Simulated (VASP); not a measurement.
Au:

```
Au
1.0
     4.64635    0.00000    0.00000
    -2.32318    4.02386    0.00000
     0.00000    0.00000    2.88074
Au
3
Direct
  0.00000 0.00000 0.00000
  0.33333 0.66667 0.50000
  0.66667 0.33333 0.50000
```

This isn't the form of Au at room conditions, which is fcc.

```yaml
Program: VASP 6.6.1
Task: relaxation of cell and atoms
Functional: PBE
Potentials_or_basis: VASP PAW PBE potentials, release 64 (Au)
Cutoff: 600 eV
k_mesh: 9 × 9 × 12
Occupations: fermi-dirac, width 0.08 eV
Spin: no spin polarisation
```

At the start: pressure 3.3 GPa; volume 17.95 Å³/atom.

Problem. How do energy, volume and symmetry change on relaxing?

Solution. Over 10 steps the energy falls by 17.7 meV/atom and the volume is 18.32 Å³/atom (+2.0 %); space group P6/mmm (No. 191, to 0.1 Å) before and after.

Step by step:
```csv
step,energy change (eV),largest force (eV/Å),pressure (GPa),volume (Å³)
1,0.0000,0.0000,3.27,53.86
2,-0.0287,0.0000,-3.89,56.74
3,-0.0386,0.0000,-1.75,55.73
4,-0.0527,0.0000,0.02,54.95
5,-0.0531,0.0000,-0.25,55.06
6,-0.0531,0.0000,-0.28,55.07
7,-0.0532,0.0000,0.20,54.88
8,-0.0532,0.0000,-0.01,54.96
9,-0.0532,0.0000,-0.04,54.97
10,-0.0532,0.0000,0.01,54.95
```

Final structure:
```
Au
1.0
     4.75459    0.00000    0.00000
    -2.37729    4.11759    0.00000
     0.00000    0.00000    2.80664
Au
3
Direct
  0.00000 0.00000 0.00000
  0.33333 0.66667 0.50000
  0.66667 0.33333 0.50000
```
